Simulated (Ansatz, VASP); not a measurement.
ZrOs in VASP and in Ansatz

```
Zr Os
1.0
     3.24110    0.00000    0.00000
     0.00000    3.24110    0.00000
     0.00000    0.00000    3.24110
Zr Os
1 1
Cartesian
  1.6206 1.6206 1.6206
  0.0000 0.0000 0.0000
```

Change from the starting cell: volume scaled by 0.98.

Alike in both runs: task single point; functional LDA; k mesh 13 × 13 × 13; occupations fermi-dirac, width 0.03 eV; no spin polarisation.

|  | VASP | Ansatz |
| --- | --- | --- |
| version | VASP 6.6.1 | Ansatz 0.2.0 |
| potentials or method | VASP PAW LDA potentials, release 64 (Zr_sv, Os), cutoff 520 eV | all-electron LAPW, scalar-relativistic |

|  | VASP | Ansatz | Ansatz less VASP |
| --- | --- | --- | --- |
| pressure (GPa) | -2.8 | -3.1 | -0.33 |

LDA's correlation is that of Perdew and Zunger in VASP and of Perdew and Wang (1992) in Ansatz. Ansatz ran all-electron here, and VASP with PAW potentials.

Neither program's run includes spin-orbit coupling.
